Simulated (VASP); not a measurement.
Write the native input for VASP 6.6.1 that does the following.

| Property | Result |
| --- | --- |
| Task | single point |
| Functional | PBEsol |
| Potentials or basis | VASP PAW PBE potentials, release 64 (Si, O) |
| Cutoff | 520 eV |
| k mesh | 6 × 6 × 4 |
| Occupations | gaussian, width 0.05 eV |
| Spin | no spin polarisation |
| Dipole correction | no |
| Further INCAR settings | ALGO = Normal; EDIFF = 1e-07; NBANDS = 34 |

The structure of SiO2 lies in POSCAR:

```
SiO2
1.0
    4.8516127114      0.0000000000      0.0000000000
   -2.4258063557      4.2016198574      0.0000000000
    0.0000000000      0.0000000000      5.5583697557
Si O
3 6
Direct
    0.0000000000      0.5000000000      0.3333333333
    0.5000000000      0.5000000000      0.6666666667
    0.5000000000      0.0000000000      0.0000000000
    0.5845091965      0.7922545982      0.8333333333
    0.7922545982      0.5845091965      0.5000000000
    0.7922545982      0.2077454018      0.1666666667
    0.4154908035      0.2077454018      0.8333333333
    0.2077454018      0.4154908035      0.5000000000
    0.2077454018      0.7922545982      0.1666666667
```

This cell differs from its parent crystal: strain -0.0450 x Voigt [1, 1, 0, 0, 0, 0].

One way to write it, as run:

INCAR

```
SYSTEM = SiO2
PREC     = Accurate       ! precision mode
ENCUT    = 520            ! plane-wave cutoff, eV
EDIFF    = 1E-7           ! SCF threshold, eV
ISMEAR   = 0              ! smearing method
SIGMA    = 0.05           ! smearing width, eV
LREAL    = .FALSE.        ! projectors in reciprocal space
LASPH    = .TRUE.         ! aspherical terms in the spheres
NELM     = 100            ! most SCF steps
ALGO     = Normal         ! electronic algorithm
ISIF     = 2              ! what is computed and relaxed
LWAVE    = .FALSE.        ! write WAVECAR
LCHARG   = .FALSE.        ! write CHGCAR
GGA      = PS             ! functional
NBANDS   = 34             ! bands
```

KPOINTS

```
Automatic mesh
0
G
  6 6 4
  0 0 0
```

Potentials or basis: VASP PAW PBE potentials, release 64 (Si, O).

The run is started by

```sh
$ cat potpaw_PBE.64/Si/POTCAR potpaw_PBE.64/O/POTCAR > POTCAR
$ mpirun -np 1 vasp_std > vasp.out
```

It gave:

* Pressure: 20.3 GPa
* Largest force: 0.867 eV/Å
* Band gap on the k mesh: 5.91 eV, indirect (least direct gap 6.03 eV)

Caveat: the cell differs from its parent crystal (strain -0.0450 x Voigt [1, 1, 0, 0, 0, 0]); the PAW data sets were made with another functional, which shifts forces and pressure a little.

Run time: 29 s on 1 thread of Intel(R) Xeon(R) 6975P-C (Granite Rapids) (shared host), peak memory 0.24 GiB.
